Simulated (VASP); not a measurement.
# Ge2H in VASP: notebook

The runs below take Ge2H through single point, with PBE+D3(BJ).

All numbers are computed with VASP 6.6.1; they aren't measurements. Logs are shortened: lines on timing, memory, paths and dates and some standing lists are left out, and cuts for length are marked.

**1. The cell of the first run**

The cell holds a slab with vacuum, 3 atoms: a = 4.023 Å, b = 4.023 Å, c = 17.684 Å, α = 90.00°, β = 90.00°, γ = 120.00°.

**2. Single point, PBE+D3(BJ), collinear spin**

Input file INCAR:

```
PREC = Accurate
ENCUT = 520
EDIFF = 1E-7
ISMEAR = 0
SIGMA = 0.1
LREAL = F
LASPH = T
NELM = 150
ALGO = Normal
ISIF = 2
LWAVE = F
LCHARG = F
ISPIN = 2
MAGMOM = 0 0 1
LORBIT = 11
LDIPOL = T
IDIPOL = 3
DIPOL = 0.5 0.5 0.283
GGA = PE
IVDW = 12
NBANDS = 26
```

Input file KPOINTS:

```
regular mesh
0
Gamma
  9 9 1
```

Input file POSCAR:

```
Ge2H
1.0
    4.0226895460      0.0000000000      0.0000000000
   -2.0113447730      3.4837513384      0.0000000000
    0.0000000000      0.0000000000     17.6842610184
Ge H
2 1
Direct
    0.3333333333      0.6666666667      0.2648830513
    0.6666666667      0.3333333333      0.2261898304
    0.8888888889      0.1111111111      0.3593173055
```

Potentials or basis: VASP PAW PBE potentials, release 64 (Ge_d, H).

The run is started by

```bash
$ cat potpaw_PBE.64/Ge_d/POTCAR potpaw_PBE.64/H/POTCAR > POTCAR
$ mpirun -np 1 vasp_std > vasp.out
```

OUTCAR:

```text
PREC = Accurate
   ENCUT = 520
   EDIFF = 1E-7
   ISMEAR = 0
   LREAL = F
   LASPH = T
   NELM = 150
   ISIF = 2
   ISPIN = 2
   LORBIT = 11
   GGA = PE
   IVDW = 12
 IVDW          = 12

 ion  position               nearest neighbor table
   1  0.333  0.667  0.265-   2 2.42   2 2.42   2 2.42
   2  0.667  0.333  0.226-   1 2.42   1 2.42   1 2.42
   3  0.889  0.111  0.359-

  LATTYP: Found a hexagonal cell.
 ALAT       =     4.0226895460
 C/A-ratio  =     4.3961287134

  Lattice vectors:

 A1 = (   4.0226895460,   0.0000000000,   0.0000000000)
 A2 = (  -2.0113447730,   3.4837513384,   0.0000000000)
 A3 = (   0.0000000000,   0.0000000000,  17.6842610184)

Analysis of symmetry for initial positions (statically):
=====================================================================
 Subroutine PRICEL returns:
 Original cell was already a primitive cell.

 Routine SETGRP: Setting up the symmetry group for a
 hexagonal supercell.

 Subroutine GETGRP returns: Found  2 space group operations
 (whereof  2 operations were pure point group operations)
 out of a pool of 24 trial point group operations.

The static configuration has the point symmetry C_1h.

Analysis of symmetry for dynamics (positions and initial velocities):
=====================================================================
 Subroutine PRICEL returns:
 Original cell was already a primitive cell.

 Routine SETGRP: Setting up the symmetry group for a
 hexagonal supercell.

 Subroutine GETGRP returns: Found  2 space group operations
 (whereof  2 operations were pure point group operations)
 out of a pool of 24 trial point group operations.

The dynamic configuration has the point symmetry C_1h.

Analysis of structural, dynamic, and magnetic symmetry:
=====================================================================
 Subroutine PRICEL returns:
 Original cell was already a primitive cell.

 Routine SETGRP: Setting up the symmetry group for a
 hexagonal supercell.

 Subroutine GETGRP returns: Found  2 space group operations
 (whereof  2 operations were pure point group operations)
 out of a pool of 24 trial point group operations.

The overall configuration has the point symmetry C_1h.

 Subroutine INISYM returns: Found  2 space group operations
 (whereof  2 operations are pure point group operations),
 and found     1 'primitive' translations

----------------------------------------------------------------------------------------

                                     Primitive cell

  volume of cell :     247.8281

  direct lattice vectors                    reciprocal lattice vectors
     4.022689546  0.000000000  0.000000000     0.248589902  0.143523447  0.000000000
    -2.011344773  3.483751338  0.000000000     0.000000000  0.287046894  0.000000000
     0.000000000  0.000000000 17.684261018     0.000000000  0.000000000  0.056547458

  length of vectors
     4.022689546  4.022689546 17.684261018     0.287046894  0.287046894  0.056547458

  position of ions in fractional coordinates (direct lattice)
     0.333333333  0.666666667  0.264883051
     0.666666667  0.333333333  0.226189830
     0.888888889  0.111111111  0.359317305

  ion indices of the primitive-cell ions
   primitive index   ion index
                 1           1
                 2           2
                 3           3

----------------------------------------------------------------------------------------

 KPOINTS: regular mesh

Automatic generation of k-mesh.
 Grid dimensions read from file:
 generate k-points for:    9    9    1

 Generating k-lattice:

  Cartesian coordinates                     Fractional coordinates (reciprocal lattice)
     0.027621100  0.015947050  0.000000000     0.111111111  0.000000000  0.000000000
     0.000000000  0.031894099  0.000000000     0.000000000  0.111111111  0.000000000
     0.000000000  0.000000000  0.056547458     0.000000000  0.000000000  1.000000000

  Length of vectors
     0.031894099  0.031894099  0.056547458

  Shift w.r.t. Gamma in fractional coordinates (k-lattice)
     0.000000000  0.000000000  0.000000000

 Subroutine IBZKPT returns following result:
 ===========================================

 Found     25 irreducible k-points:

 Following reciprocal coordinates:
            Coordinates               Weight
  0.000000  0.000000  0.000000      1.000000
  0.111111  0.000000  0.000000      4.000000
 -0.111111  0.111111  0.000000      2.000000
  0.222222  0.000000  0.000000      4.000000
 -0.222222  0.222222  0.000000      2.000000
  0.333333  0.000000  0.000000      4.000000
[... 16 lines left out ...]
 -0.222222 -0.444444  0.000000      4.000000
  0.444444  0.333333  0.000000      4.000000
   k-points           NKPTS =     25   k-points in BZ     NKDIM =     25   number of bands    NBANDS=     26
   number of dos      NEDOS =    301   number of ions     NIONS =      3
   total plane-waves  NPLWV = 126000
   dimension x,y,z NGX =    30 NGY =   30 NGZ =  140
   dimension x,y,z NGXF=    60 NGYF=   60 NGZF=  280
   ions per type =               2   1
   NGX,Y,Z   is equivalent  to a cutoff of  12.40, 12.40, 13.16 a.u.
   NGXF,Y,Z  is equivalent  to a cutoff of  24.80, 24.80, 26.32 a.u.
 SYSTEM =  unknown system
   PREC   = accura    normal or accurate (medium, high low for compatibility)
   ISTART =      0    job   : 0-new  1-cont  2-samecut
   ICHARG =      2    charge: 1-file 2-atom 10-const
   ISPIN  =      2    spin polarized calculation?
   LNONCOLLINEAR =      F non collinear calculations
   LSORBIT =      F    spin-orbit coupling
   LASPH  =      T    aspherical Exc in radial PAW
   ENCUT  =  520.0 eV  38.22 Ry    6.18 a.u.   7.48  7.48 32.88*2*pi/ulx,y,z
   NELM   =    150;   NELMIN=  2; NELMDL= -5     # of ELM steps
   EDIFF  = 0.1E-06   stopping-criterion for ELM
   LREAL  =      F    real-space projection
   EDIFFG = 0.1E-05   stopping-criterion for IOM
   NSW    =      0    number of steps for IOM
   IBRION =     -1    ionic relax: 0-MD 1-quasi-New 2-CG
   NFREE  =      0    steps in history (QN), initial steepest desc. (CG)
   ISIF   =      2    stress and relaxation
   ISYM   =      2    0-nonsym 1-usesym 2-fastsym
   POTIM  = 0.5000    time-step for ionic-motion
   TEBEG  =    0.0;   TEEND  =   0.0 temperature during run
   PSTRESS=    0.0 pullay stress
   NELECT =      29.0000    total number of electrons
   NUPDOWN=      -1.0000    fix difference up-down
   EMIN   =  10.00;   EMAX   =-10.00  energy-range for DOS
   EFERMI =   0.00;   METHOD = LEGACY
   ISMEAR =     0;   SIGMA  =   0.10  broadening in eV -4-tet -1-fermi 0-gaus
   EFERMI_NEDOS =   21; number of points for ismear=-14 and -15
   IALGO  =     38    algorithm
   IMIX   =      4    mixing-type and parameters
     AMIX     =   0.40;   BMIX     =  1.00
     AMIX_MAG =   1.60;   BMIX_MAG =  1.00
  volume/ion in A,a.u.               =      82.61       557.48
  Fermi-wavevector in a.u.,A,eV,Ry     =   0.800738  1.513176  8.723810  0.641182
  Thomas-Fermi vector in A             =   1.908092
   LORBIT       =     11    0 simple, 1 ext, 2 COOP (PROOUT), +10 PAW based schemes
   GGA     = PE    functional components
   LHFCALC =     F    Hartree Fock is set to
   AEXX    =    0.0000 exact exchange contribution
   IVDW    =    12    specifies the selected vdW correction
   LEPSILON=     F    determine dielectric tensor
   LRPA    =     F    only Hartree local field effects (RPA)
 spin polarized calculation
 Gauss-broadening in eV      SIGMA  =   0.10
  energy-cutoff  :      520.00
  volume of cell :      247.83
 maximum number of plane-waves:      6709
 NGX is ok and might be reduce to    30
   NGX = 15   NGY = 15   NGZ = 65

 dipolmoment           0.000000      0.000000     -0.004143 electrons x Angstroem

 number of electron      29.0000013 magnetization       0.9767834

 dipolmoment           0.000000      0.000000      0.069923 electrons x Angstroem

 Free energy of the ion-electron system (eV)
  ---------------------------------------------------
  ext. energy  EPLUGINS =         0.00000000
  ---------------------------------------------------
  free energy    TOTEN  =        -9.39741356 eV

  energy without entropy =       -9.39480893  energy(sigma->0) =       -9.39611124

 E-fermi :  -3.1801     XC(G=0):  -2.8320

 val. band max:       -3.2491643153   @ k =   0.4444   0.3333   0.0000
 cond. band min:      -3.1082808504   @ k =   0.4444   0.1111   0.0000
 fundamental gap:      0.1408834650
 Fermi energy:        -3.1800876000

 spin component 1

 k-point     1 :       0.0000    0.0000    0.0000
  band No.  band energies     occupation
      1     -27.6778      1.00000
      2     -27.6707      1.00000
      3     -27.6290      1.00000
      4     -27.6253      1.00000
      5     -27.6246      1.00000
      6     -27.5539      1.00000
[... 18 lines left out ...]
     25       5.2418      0.00000
     26       6.4582      0.00000
[... 644 lines left out ...]
      4     -27.5906      1.00000
      5     -27.5451      1.00000
      6     -27.5146      1.00000
[... 18 lines left out ...]
     25       5.8943      0.00000
     26       6.0205      0.00000

 [... further k-points ...]

 spin component 2

 k-point     1 :       0.0000    0.0000    0.0000
  band No.  band energies     occupation
      1     -27.6573      1.00000
      2     -27.6538      1.00000
      3     -27.6079      1.00000
      4     -27.6070      1.00000
      5     -27.6034      1.00000
      6     -27.5294      1.00000
[... 18 lines left out ...]
     25       5.4939      0.00000
     26       6.7269      0.00000
[... 644 lines left out ...]
      4     -27.5716      1.00000
      5     -27.5269      1.00000
      6     -27.4933      1.00000
[... 18 lines left out ...]
     25       6.1606      0.00000
     26       6.2309      0.00000

 [... further k-points ...]

------------------------ aborting loop because EDIFF is reached ----------------------------------------

 vacuum level on the upper side and lower side of the slab       (xc-potential included)         0.438        -0.439

 Edisp (eV)   -0.39662

 E8    (eV) :    -0.1761

  FORCE on cell =-STRESS in cart. coord.  units (eV):
  Direction    XX          YY          ZZ          XY          YZ          ZX
  --------------------------------------------------------------------------------------
  -------------------------------------------------------------------------------------
  Total       0.03904    -0.25256    -0.61620    -0.25253     0.08223    -0.14243
  in kB       0.25237    -1.63275    -3.98365    -1.63256     0.53161    -0.92078
  external pressure =       -1.79 kB  Pullay stress =        0.00 kB

 VOLUME and BASIS-vectors are now :
 -----------------------------------------------------------------------------
  energy-cutoff  :      520.00
  volume of cell :      247.83
      direct lattice vectors                 reciprocal lattice vectors
     4.022689546  0.000000000  0.000000000     0.248589902  0.143523447  0.000000000
    -2.011344773  3.483751338  0.000000000     0.000000000  0.287046894  0.000000000
     0.000000000  0.000000000 17.684261018     0.000000000  0.000000000  0.056547458

 POSITION                                       TOTAL-FORCE (eV/Angst)
 -----------------------------------------------------------------------------------
     -0.00000      2.32250      4.68426         0.193744     -0.111858      0.490291
      2.01134      1.16125      4.00000        -0.076969      0.044438     -0.096789
      3.35224      0.38708      6.35426        -0.116776      0.067421     -0.393502
 -----------------------------------------------------------------------------------
    total drift:                               -0.000009      0.000004      0.001195

  FREE ENERGIE OF THE ION-ELECTRON SYSTEM (eV)
  ---------------------------------------------------
  free  energy   TOTEN  =        -9.7940326838 eV

  energy  without entropy=       -9.7914280560  energy(sigma->0) =       -9.79273037

 vacuum level on the upper side and lower side of the slab         2.270         1.366

 total charge

# of ion       s       p       d       tot
------------------------------------------
    1        1.183   1.113  10.014  12.310
    2        1.189   1.129  10.009  12.326
    3        0.394   0.002   0.000   0.395
--------------------------------------------------
tot          2.765   2.243  20.023  25.031

 magnetization (x)

# of ion       s       p       d       tot
------------------------------------------
    1        0.027   0.034   0.008   0.069
    2        0.009   0.091   0.002   0.101
    3        0.266   0.000   0.000   0.266
--------------------------------------------------
tot          0.302   0.125   0.009   0.436
```

Wall time 6.4 min (1 thread of Oxide Virtual Turin-like, shared host); peak memory 0.54 GiB.

What came out:

```yaml
Free_energy: -9.7940 eV
Largest_force: 0.539 eV/Å
Band_gap_on_the_k_mesh: 0.14 eV (least direct gap 0.22 eV)
Net_moment: 0.98 μB per cell
Site_moments: Ge +0.07, +0.10; H +0.27 μB
Valence_electrons_inside_the_program's_atomic_spheres: Ge 12.31, 12.33; H 0.40
Dispersion_energy_per_atom: -0.132 eV
```

Forces on the atoms (eV/Å):
```
Ge   0.194 -0.112  0.490
Ge  -0.077  0.044 -0.097
H   -0.117  0.067 -0.394
```

Levels at points of the mesh, in eV from the valence-band top:
Spin up:
| k point | band 11 | band 12 | band 13 | band 14 | band 15 | band 16 | band 17 | band 18 | band 19 | band 20 |
| --- | --- | --- | --- | --- | --- | --- | --- | --- | --- | --- |
| (0.00, 0.00, 0.00) | -11.30 | -4.28 | -1.13 | -0.40 | -0.38 | 0.90 | 3.45 | 3.93 | 4.04 | 4.76 |
Spin down:
```csv
k point,band 12,band 13,band 14,band 15,band 16,band 17
"(0.00, 0.00, 0.00)",-3.65,-0.29,-0.27,0.25,1.36,3.84
```

**3. Single point, PBE+D3(BJ), collinear spin**

Input file INCAR:

```
SYSTEM = Ge2H
ALGO = Normal ; DIPOL = 0.5 0.5 0.300
EDIFF = 1E-6 ; ENCUT = 520
GGA = PE ; IDIPOL = 3
ISIF = 2 ; ISMEAR = 0
ISPIN = 2 ; IVDW = 12
LASPH = .True. ; LCHARG = .False.
LDIPOL = .True. ; LORBIT = 11
LREAL = .False. ; LWAVE = .False.
MAGMOM = 0 0 1 ; NBANDS = 26
NELM = 150 ; PREC = Accurate
SIGMA = 0.1
```

Input file KPOINTS:

```
k-points
0
Gamma
  9 9 1
  0 0 0
```

POSCAR, as its differences from that of step 2:

```diff
@@ -10,2 +10,2 @@
     0.6666666667      0.3333333333      0.2261898304
-    0.8888888889      0.1111111111      0.3593173055
+    0.8888888889      0.1111111111      0.4102100173
```

Potentials or basis: VASP PAW PBE potentials, release 64 (Ge_d, H).

The run is started by

```bash
$ cat potpaw_PBE.64/Ge_d/POTCAR potpaw_PBE.64/H/POTCAR > POTCAR
$ mpirun -np 1 vasp_std > vasp.out
```

It took 7.7 min on 1 thread of Oxide Virtual Turin-like, shared host; peak memory 0.54 GiB.

Results (log left out):

```
Free energy                                           : -9.5915 eV
Largest force                                         : 0.109 eV/Å
Band gap on the k mesh                                : 0.06 eV
Net moment                                            : 0.99 μB per cell
Site moments                                          : Ge -0.00, +0.04; H +0.37 μB
Valence electrons inside the program's atomic spheres : Ge 12.33; H 0.38
Dispersion energy per atom                            : -0.123 eV
```

Forces on the atoms (eV/Å):
```
Ge   0.018 -0.010  0.107
Ge  -0.021  0.012 -0.009
H    0.004 -0.002 -0.098
```

Levels at points of the mesh, in eV from the valence-band top:
Spin up:
| k point | band 12 | band 13 | band 14 | band 15 | band 16 | band 17 | band 18 | band 19 |
| --- | --- | --- | --- | --- | --- | --- | --- | --- |
| (0.00, 0.00, 0.00) | -4.06 | -2.58 | -0.42 | -0.41 | 0.68 | 2.89 | 3.93 | 3.94 |
Spin down:
```tsv
k point	band 12	band 13	band 14	band 15	band 16	band 17
(0.00, 0.00, 0.00)	-3.55	-0.40	-0.39	0.47	1.23	3.43
```

**4. Single point, PBE+D3(BJ), collinear spin**

Input file INCAR:

```
SYSTEM = Ge2H
  PREC = Accurate
  ENCUT = 520
  EDIFF = 1E-6
  ISMEAR = 0
  SIGMA = 0.1
  LREAL = .False.
  LASPH = .True.
  NELM = 150
  ALGO = Normal
  ISIF = 2
  LWAVE = .False.
  LCHARG = .False.
  ISPIN = 2
  MAGMOM = 0 0 1
  LORBIT = 11
  LDIPOL = .True.
  IDIPOL = 3
  DIPOL = 0.5 0.5 0.314
  GGA = PE
  IVDW = 12
  NBANDS = 26
```

Input file KPOINTS:

```
Automatic mesh
0
Gamma
  9 9 1
  0 0 0
```

POSCAR, as its differences from that of step 3:

```diff
@@ -10,2 +10,2 @@
     0.6666666667      0.3333333333      0.2261898304
-    0.8888888889      0.1111111111      0.4102100173
+    1.2222222222     -0.2222222222      0.4497932376
```

The run is started by

```bash
$ cat potpaw_PBE.64/Ge_d/POTCAR potpaw_PBE.64/H/POTCAR > POTCAR
$ mpirun -np 1 vasp_std > vasp.out
```

Run time: 13 min. Hardware: 1 thread of Oxide Virtual Turin-like, shared host; peak memory 0.54 GiB.

It converged, with:

| Item | Value |
| --- | --- |
| Free energy | -9.5535 eV |
| Largest force | 0.071 eV/Å |
| Band gap on the k mesh | 0.11 eV |
| Net moment | 0.99 μB per cell |
| Site moments | Ge -0.02, +0.03; H +0.38 μB |
| Valence electrons inside the program's atomic spheres | Ge 12.33; H 0.38 |
| Dispersion energy per atom | -0.115 eV |

Forces in eV/Å, atoms in the order of the input:
```
Ge  -0.008  0.005  0.071
Ge  -0.001  0.000 -0.003
H    0.009 -0.005 -0.068
```

Levels at points of the mesh, in eV from the valence-band top:
Spin up:
| k point | band 12 | band 13 | band 14 | band 15 | band 16 | band 17 | band 18 | band 19 |
| --- | --- | --- | --- | --- | --- | --- | --- | --- |
| (0.00, 0.00, 0.00) | -3.83 | -3.02 | -0.40 | -0.40 | 0.65 | 2.63 | 3.95 | 3.96 |
Spin down:
```
           k point  band 12  band 13  band 14  band 15  band 16  band 17
(0.00, 0.00, 0.00)    -3.50    -0.39    -0.39     0.60     1.47     3.20
```

(Continued in part 2 of 2.)

The gap in the log of VASP goes by the Fermi energy; the results here count the filled bands.